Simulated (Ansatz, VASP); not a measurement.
O in VASP and in Ansatz

```
CELL_PARAMETERS angstrom
2.85140 -1.66242 0.00000
2.85140 1.66242 0.00000
-2.39449 0.00000 3.64705
ATOMIC_POSITIONS crystal
O 0.97599 0.97814 0.83922
O 0.00632 0.04506 0.16634
```

Change from the starting cell: atoms moved at random, drawn with an rms of 0.05 Å.

Alike in both runs: task single point; functional PBE; k mesh 10 × 10 × 7; occupations fermi-dirac, width 0.05 eV; no spin polarisation.

```csv
,VASP,Ansatz
version,VASP 6.6.1,Ansatz 0.2.0
potentials or method,"VASP PAW PBE potentials, release 64 (O)",Ansatz PAW
plane-wave cutoff (eV),520,420
valence electrons in the cell,12,12
```

```csv
,VASP,Ansatz,Ansatz less VASP
gap on the k mesh at the Fermi level (eV),none,none,-
pressure (GPa),-8.8,-9.7,-0.96
"traceless stress, the component that is largest in VASP (GPa)",-11.69,-13.52,-1.831
rms of the force components (eV/Å),2.033,2.376,+0.3432
```

Atom by atom the forces differ by 0.343 eV/Å (rms over components). A gap of «none» marks a metal or a gap that the smearing closes.

Noted on VASP's run: spin is off for a triplet molecule. Noted on Ansatz's run: spin is off for a triplet molecule.
